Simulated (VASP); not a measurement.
Al3InAs4, 8 atoms in the cell. Symmetry: Pmm2, No. 25, orthorhombic system. The conventional cell has a = 4.124 Å, b = 8.255 Å, c = 5.837 Å, α = 90.00°, β = 90.00°, γ = 90.00°. Al (site symmetry m) has 4 As at 2.48 to 2.50 Å within 3.3 Å. Within 3.3 Å of Al (site symmetry mm2) lie 4 As at 2.47 to 2.50 Å. In (site symmetry mm2) has 4 As at 2.64 to 2.65 Å within 3.5 Å. As (site symmetry m) has 3 Al at 2.47 to 2.49 Å and 1 In at 2.65 Å within 3.3 Å. Within 3.3 Å of As (site symmetry mm2) lie 2 Al at 2.48 Å and 2 In at 2.64 Å. Within 3.3 Å of As (site symmetry mm2) lie 4 Al at 2.50 Å. 

- Program: VASP 6.6.1
- Task: single point
- Functional: PBE
- Potentials or basis: VASP PAW PBE potentials, release 64 (Al, In_d, As)
- Cutoff: 520 eV
- k mesh: 8 × 4 × 6
- Occupations: gaussian, width 0.02 eV
- Spin: no spin polarisation
- Dipole correction: no
- Further INCAR settings: ALGO = Normal; EDIFF = 1e-06; NBANDS = 31

Potentials or basis: VASP PAW PBE potentials, release 64 (Al, In_d, As).

Run with:

```console
$ cat potpaw_PBE.64/Al/POTCAR potpaw_PBE.64/In_d/POTCAR potpaw_PBE.64/As/POTCAR > POTCAR
$ mpirun -np 1 vasp_std > vasp.out
```

Hardware: 1 thread of AMD EPYC 7R43 64-Core Processor (Zen 3) (shared host).

Question: Estimate the wall time of this run.

Answer: Run time: 11 min on 1 thread of AMD EPYC 7R43 64-Core Processor (Zen 3) (shared host), peak memory 0.48 GiB. Counts: scf iterations 14, k points 60.
